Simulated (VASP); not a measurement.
# TlBr (Pm-3m) in VASP: further runs

TlBr is run at these levels: HSE06, PBE0; tasks: single point.

All numbers are computed with VASP 6.6.1; they aren't measurements. Logs are shortened: lines on timing, memory, paths and dates and some standing lists are left out, and cuts for length are marked.

**1. The cell of the first run**

It takes space group Pm-3m (No. 221, cubic). Conventional cell: a = 3.946 Å, b = 3.946 Å, c = 3.946 Å, α = 90.00°, β = 90.00°, γ = 90.00°. Within 4.5 Å of Tl (site symmetry m-3m) lie 8 Br at 3.42 Å and 6 Tl at 3.95 Å. Within 4.5 Å of Br (site symmetry m-3m) lie 8 Tl at 3.42 Å and 6 Br at 3.95 Å.

**2. Single point, HSE06**

Contents of POSCAR:

```
TlBr
1.0
    3.9461936984      0.0000000000      0.0000000000
    0.0000000000      3.9461936984      0.0000000000
    0.0000000000      0.0000000000      3.9461936984
Tl Br
1 1
Direct
    0.0000000000      0.0000000000      0.0000000000
    0.5000000000      0.5000000000      0.5000000000
```

Contents of INCAR.step1:

```
PREC = Accurate
ENCUT = 400
EDIFF = 1E-5
ISMEAR = 0
SIGMA = 0.01
LREAL = False
LASPH = True
NELM = 120
ALGO = Normal
ISIF = 2
LWAVE = True
LCHARG = False
GGA = PE
NBANDS = 17
GGA_COMPAT = False
```

Contents of INCAR.step2:

```
PREC = Accurate
ENCUT = 400
EDIFF = 1E-6
ISMEAR = 0
SIGMA = 0.01
LREAL = False
LASPH = True
NELM = 120
ALGO = Normal
ISIF = 2
LWAVE = False
LCHARG = False
GGA = PE
LHFCALC = True
HFSCREEN = 0.2079
PRECFOCK = Normal
ISTART = 1
NBANDS = 17
GGA_COMPAT = False
```

Contents of KPOINTS:

```
Automatic mesh
0
Gamma
  4 4 4
```

Potentials or basis: VASP PAW PBE potentials, release 64 (Tl_d, Br).

Run with:

```
cat potpaw_PBE.64/Tl_d/POTCAR potpaw_PBE.64/Br/POTCAR > POTCAR
cp INCAR.step1 INCAR
mpirun -np 1 vasp_std > vasp.out
cp INCAR.step2 INCAR
mpirun -np 1 vasp_std > vasp.out
```

OUTCAR:

```text
PREC = Accurate
   ENCUT = 400
   EDIFF = 1E-6
   ISMEAR = 0
   LREAL = False
   LASPH = True
   NELM = 120
   ISIF = 2
   GGA = PE
   LHFCALC = True
   HFSCREEN = 0.2079
   PRECFOCK = Normal
   ISTART = 1

 ion  position               nearest neighbor table
   1  0.000  0.000  0.000-   2 3.42   2 3.42   2 3.42   2 3.42   2 3.42   2 3.42   2 3.42   2 3.42

   2  0.500  0.500  0.500-   1 3.42   1 3.42   1 3.42   1 3.42   1 3.42   1 3.42   1 3.42   1 3.42

  LATTYP: Found a simple cubic cell.
 ALAT       =     3.9461936984

  Lattice vectors:

 A1 = (   3.9461936984,   0.0000000000,   0.0000000000)
 A2 = (   0.0000000000,   3.9461936984,   0.0000000000)
 A3 = (   0.0000000000,   0.0000000000,   3.9461936984)

Analysis of symmetry for initial positions (statically):
=====================================================================
 Subroutine PRICEL returns:
 Original cell was already a primitive cell.

 Routine SETGRP: Setting up the symmetry group for a
 simple cubic supercell.

 Subroutine GETGRP returns: Found 48 space group operations
 (whereof 48 operations were pure point group operations)
 out of a pool of 48 trial point group operations.

The static configuration has the point symmetry O_h .

Analysis of symmetry for dynamics (positions and initial velocities):
=====================================================================
 Subroutine PRICEL returns:
 Original cell was already a primitive cell.

 Routine SETGRP: Setting up the symmetry group for a
 simple cubic supercell.

 Subroutine GETGRP returns: Found 48 space group operations
 (whereof 48 operations were pure point group operations)
 out of a pool of 48 trial point group operations.

The dynamic configuration has the point symmetry O_h .

 Subroutine INISYM returns: Found 48 space group operations
 (whereof 48 operations are pure point group operations),
 and found     1 'primitive' translations

----------------------------------------------------------------------------------------

                                     Primitive cell

  volume of cell :      61.4519

  direct lattice vectors                    reciprocal lattice vectors
     3.946193698  0.000000000  0.000000000     0.253408747  0.000000000  0.000000000
     0.000000000  3.946193698  0.000000000     0.000000000  0.253408747  0.000000000
     0.000000000  0.000000000  3.946193698     0.000000000  0.000000000  0.253408747

  length of vectors
     3.946193698  3.946193698  3.946193698     0.253408747  0.253408747  0.253408747

  position of ions in fractional coordinates (direct lattice)
     0.000000000  0.000000000  0.000000000
     0.500000000  0.500000000  0.500000000

  ion indices of the primitive-cell ions
   primitive index   ion index
                 1           1
                 2           2

----------------------------------------------------------------------------------------

 KPOINTS: Automatic mesh

Automatic generation of k-mesh.
 Grid dimensions read from file:
 generate k-points for:    4    4    4

 Generating k-lattice:

  Cartesian coordinates                     Fractional coordinates (reciprocal lattice)
     0.063352187  0.000000000  0.000000000     0.250000000  0.000000000  0.000000000
     0.000000000  0.063352187  0.000000000     0.000000000  0.250000000  0.000000000
     0.000000000  0.000000000  0.063352187     0.000000000  0.000000000  0.250000000

  Length of vectors
     0.063352187  0.063352187  0.063352187

  Shift w.r.t. Gamma in fractional coordinates (k-lattice)
     0.000000000  0.000000000  0.000000000

 Subroutine IBZKPT returns following result:
 ===========================================

 Found     10 irreducible k-points:

 Following reciprocal coordinates:
            Coordinates               Weight
  0.000000  0.000000  0.000000      1.000000
  0.250000  0.000000  0.000000      6.000000
  0.500000  0.000000  0.000000      3.000000
  0.250000  0.250000  0.000000     12.000000
  0.500000  0.250000  0.000000     12.000000
  0.500000  0.500000  0.000000      3.000000
  0.250000  0.250000  0.250000      8.000000
  0.500000  0.250000  0.250000     12.000000
  0.500000  0.500000  0.250000      6.000000
  0.500000  0.500000  0.500000      1.000000
   k-points           NKPTS =     10   k-points in BZ     NKDIM =     64   number of bands    NBANDS=     17
   number of dos      NEDOS =    301   number of ions     NIONS =      2
   total plane-waves  NPLWV =  21952
   dimension x,y,z NGX =    28 NGY =   28 NGZ =   28
   dimension x,y,z NGXF=    56 NGYF=   56 NGZF=   56
   ions per type =               1   1
   NGX,Y,Z   is equivalent  to a cutoff of  11.80, 11.80, 11.80 a.u.
   NGXF,Y,Z  is equivalent  to a cutoff of  23.59, 23.59, 23.59 a.u.
 SYSTEM =  unknown system
   PREC   = accura    normal or accurate (medium, high low for compatibility)
   ISTART =      1    job   : 0-new  1-cont  2-samecut
   ICHARG =      0    charge: 1-file 2-atom 10-const
   ISPIN  =      1    spin polarized calculation?
   LNONCOLLINEAR =      F non collinear calculations
   LSORBIT =      F    spin-orbit coupling
   LASPH  =      T    aspherical Exc in radial PAW
   ENCUT  =  400.0 eV  29.40 Ry    5.42 a.u.   6.44  6.44  6.44*2*pi/ulx,y,z
   NELM   =    120;   NELMIN=  2; NELMDL=  0     # of ELM steps
   EDIFF  = 0.1E-05   stopping-criterion for ELM
   LREAL  =      F    real-space projection
   EDIFFG = 0.1E-04   stopping-criterion for IOM
   NSW    =      0    number of steps for IOM
   IBRION =     -1    ionic relax: 0-MD 1-quasi-New 2-CG
   NFREE  =      0    steps in history (QN), initial steepest desc. (CG)
   ISIF   =      2    stress and relaxation
   ISYM   =      3    0-nonsym 1-usesym 2-fastsym
   POTIM  = 0.5000    time-step for ionic-motion
   TEBEG  =    0.0;   TEEND  =   0.0 temperature during run
   PSTRESS=    0.0 pullay stress
   NELECT =      20.0000    total number of electrons
   NUPDOWN=      -1.0000    fix difference up-down
   EMIN   =  10.00;   EMAX   =-10.00  energy-range for DOS
   EFERMI =   0.00;   METHOD = LEGACY
   ISMEAR =     0;   SIGMA  =   0.01  broadening in eV -4-tet -1-fermi 0-gaus
   EFERMI_NEDOS =   21; number of points for ismear=-14 and -15
   IALGO  =     38    algorithm
   IMIX   =      1    mixing-type and parameters
     AMIX     =   0.40;   BMIX     =  1.00
     AMIX_MAG =   1.60;   BMIX_MAG =  1.00
  volume/ion in A,a.u.               =      30.73       207.35
  Fermi-wavevector in a.u.,A,eV,Ry     =   1.126090  2.128002 17.253258  1.268079
  Thomas-Fermi vector in A             =   2.262770
   LORBIT       =      0    0 simple, 1 ext, 2 COOP (PROOUT), +10 PAW based schemes
   GGA     = PE    functional components
   LHFCALC =     T    Hartree Fock is set to
   PRECFOCK=normal    Normal, Fast or Accurate (Low or Medium for compatibility)
   ENCUT4O =  -1.0   cutoff for four orbital integrals eV
   NKREDX  =     1    reduce k-point grid by
   NKREDY  =     1    reduce k-point grid by
   NKREDZ  =     1    reduce k-point grid by
   AEXX    =    0.2500 exact exchange contribution
   HFSCREEN=    0.2079 screening length (either q_TF or 0.3 A-1)
   HFSCREENC=   0.2079 screening length for correlation (either q_TF or 0.3 A-1)
   ENCUTFOCK=  -1.0 apply spherical cutoff to Coloumb kernel
   IVDW    =     0    specifies the selected vdW correction
   LEPSILON=     F    determine dielectric tensor
   LRPA    =     F    only Hartree local field effects (RPA)
 non-spin polarized calculation
 Gauss-broadening in eV      SIGMA  =   0.01
  energy-cutoff  :      400.00
  volume of cell :       61.45
 maximum number of plane-waves:      1141
 NGX is ok and might be reduce to    28
  NGX = 20; NGY = 20; NGZ = 20

 number of electron      20.0000009 magnetization

 Free energy of the ion-electron system (eV)
  ---------------------------------------------------
  ext. energy  EPLUGINS =         0.00000000
  ---------------------------------------------------
  free energy    TOTEN  =        -6.56440657 eV

  energy without entropy =       -6.56440657  energy(sigma->0) =       -6.56440657

 E-fermi :   2.2367     XC(G=0):  -7.5547

 val. band max:        2.1822345180   @ k =   0.5000   0.0000   0.0000
 cond. band min:       4.6499968649   @ k =   0.5000   0.0000   0.0000
 fundamental gap:      2.4677623469
 Fermi energy:         2.2366554235

 k-point     1 :       0.0000    0.0000    0.0000
  band No.  band energies     occupation
      1     -13.1056      2.00000
      2      -9.3251      2.00000
      3      -9.3251      2.00000
      4      -9.1424      2.00000
      5      -9.1424      2.00000
      6      -9.1424      2.00000
[... 9 lines left out ...]
     16      14.7295      0.00000
     17      16.8261      0.00000

 k-point     2 :       0.2500    0.0000    0.0000
  band No.  band energies     occupation
      1     -12.9665      2.00000
      2      -9.3195      2.00000
      3      -9.2547      2.00000
      4      -9.1763      2.00000
      5      -9.1763      2.00000
      6      -9.1394      2.00000
[... 9 lines left out ...]
     16      15.2781      0.00000
     17      16.6055      0.00000

 k-point     3 :       0.5000    0.0000    0.0000
  band No.  band energies     occupation
      1     -12.8168      2.00000
      2      -9.3140      2.00000
      3      -9.2098      2.00000
      4      -9.2098      2.00000
      5      -9.1882      2.00000
      6      -9.1366      2.00000
[... 9 lines left out ...]
     16      16.7276      0.00000
     17      16.9149      0.00000

 k-point     4 :       0.2500    0.2500    0.0000
  band No.  band energies     occupation
      1     -12.8611      2.00000
      2      -9.2840      2.00000
      3      -9.2087      2.00000
      4      -9.1774      2.00000
      5      -9.1736      2.00000
      6      -9.1656      2.00000
[... 9 lines left out ...]
     16      14.1136      0.00000
     17      14.5883      0.00000
[... 63 lines left out ...]
      1     -12.6627      2.00000
      2      -9.2503      2.00000
      3      -9.2035      2.00000
      4      -9.1989      2.00000
      5      -9.1587      2.00000
      6      -9.1248      2.00000
[... 9 lines left out ...]
     16      14.2803      0.00000
     17      17.7465      0.00000

 k-point     9 :       0.5000    0.5000    0.2500
  band No.  band energies     occupation
      1     -12.5707      2.00000
      2      -9.2417      2.00000
      3      -9.2417      2.00000
      4      -9.2054      2.00000
      5      -9.1602      2.00000
      6      -9.0767      2.00000
[... 9 lines left out ...]
     16      15.1987      0.00000
     17      18.2954      0.00000

 k-point    10 :       0.5000    0.5000    0.5000
  band No.  band energies     occupation
      1     -12.4488      2.00000
      2      -9.2928      2.00000
      3      -9.2928      2.00000
      4      -9.2928      2.00000
      5      -9.0749      2.00000
      6      -9.0749      2.00000
[... 9 lines left out ...]
     16      16.3237      0.00000
     17      19.9418      0.00000

------------------------ aborting loop because EDIFF is reached ----------------------------------------

  FORCE on cell =-STRESS in cart. coord.  units (eV):
  Direction    XX          YY          ZZ          XY          YZ          ZX
  --------------------------------------------------------------------------------------
  -------------------------------------------------------------------------------------
  Total        0.6205002      0.6205002      0.6205002      0.0000000      0.0000000     -0.0000000
  in kB       16.1777202     16.1777202     16.1777202      0.0000000      0.0000000     -0.0000000
  external PRESSURE =      16.1777202 kB  Pullay stress =       0.0000000 kB

 VOLUME and BASIS-vectors are now :
 -----------------------------------------------------------------------------
  energy-cutoff  :      400.00
  volume of cell :       61.45
      direct lattice vectors                 reciprocal lattice vectors
     3.946193698  0.000000000  0.000000000     0.253408747  0.000000000  0.000000000
     0.000000000  3.946193698  0.000000000     0.000000000  0.253408747  0.000000000
     0.000000000  0.000000000  3.946193698     0.000000000  0.000000000  0.253408747

 POSITION                                       TOTAL-FORCE (eV/Angst)
 -----------------------------------------------------------------------------------
      0.00000      0.00000      0.00000         0.000000      0.000000      0.000000
      1.97310      1.97310      1.97310         0.000000      0.000000      0.000000
 -----------------------------------------------------------------------------------
    total drift:                                0.000000      0.000000      0.000000

  FREE ENERGIE OF THE ION-ELECTRON SYSTEM (eV)
  ---------------------------------------------------
  free  energy   TOTEN  =        -6.5644065650 eV

  energy  without entropy=       -6.5644065650  energy(sigma->0) =       -6.56440657
```

Wall time 4.7 min (1 thread of Intel Xeon Platinum 8488C (Sapphire Rapids), shared host); peak memory 0.26 GiB.

What came out:

```yaml
Free_energy: -6.5644 eV
Pressure: 1.6 GPa
Band_gap_on_the_k_mesh: 2.47 eV
```

Caveat: the PAW data sets were made with another functional, which shifts forces and pressure a little; spin-orbit coupling is left out, which moves the levels of the heavy elements. A k mesh can miss the band edges.

**3. Single point, PBE0**

POSCAR is that of step 2.

Contents of INCAR.step1:

```
PREC = Accurate ; ENCUT = 400
EDIFF = 1E-5 ; ISMEAR = 0
SIGMA = 0.01 ; LREAL = False
LASPH = True ; NELM = 120
ALGO = Normal ; ISIF = 2
LWAVE = True ; LCHARG = False
GGA = PE ; NBANDS = 17
GGA_COMPAT = False
```

Contents of INCAR.step2:

```
PREC = Accurate ; ENCUT = 400
EDIFF = 1E-6 ; ISMEAR = 0
SIGMA = 0.01 ; LREAL = False
LASPH = True ; NELM = 120
ALGO = Normal ; ISIF = 2
LWAVE = False ; LCHARG = False
GGA = PE ; LHFCALC = True
AEXX = 0.25 ; PRECFOCK = Normal
ISTART = 1 ; NBANDS = 17
GGA_COMPAT = False
```

Contents of KPOINTS:

```
regular mesh
0
Gamma
  4 4 4
```

Potentials or basis: VASP PAW PBE potentials, release 64 (Tl_d, Br).

Run with:

```
cat potpaw_PBE.64/Tl_d/POTCAR potpaw_PBE.64/Br/POTCAR > POTCAR
cp INCAR.step1 INCAR
mpirun -np 1 vasp_std > vasp.out
cp INCAR.step2 INCAR
mpirun -np 1 vasp_std > vasp.out
```

Wall time 4.4 min (1 thread of Intel Xeon Platinum 8488C (Sapphire Rapids), shared host); peak memory 0.16 GiB.

The run converged. Its results:

```
Free energy            : -7.2412 eV
Pressure               : 1.4 GPa
Band gap on the k mesh : 3.14 eV
```

Levels at points of the mesh, in eV from the valence-band top:
| k point | band 8 | band 9 | band 10 | band 11 | band 12 | band 13 |
| --- | --- | --- | --- | --- | --- | --- |
| (0.00, 0.00, 0.00) | -1.78 | -1.78 | -1.78 | 8.45 | 8.45 | 9.12 |
| (0.50, 0.00, 0.00) | -1.21 | -1.21 | 0.00 | 3.14 | 7.38 | 7.38 |
| (0.50, 0.50, 0.00) | -3.61 | -3.61 | -1.12 | 6.48 | 6.48 | 9.26 |
| (0.50, 0.50, 0.50) | -2.50 | -2.50 | -2.50 | 3.38 | 3.38 | 3.38 |

Caveat: the PAW data sets were made with another functional, which shifts forces and pressure a little; spin-orbit coupling is left out, which moves the levels of the heavy elements. A k mesh can miss the band edges.
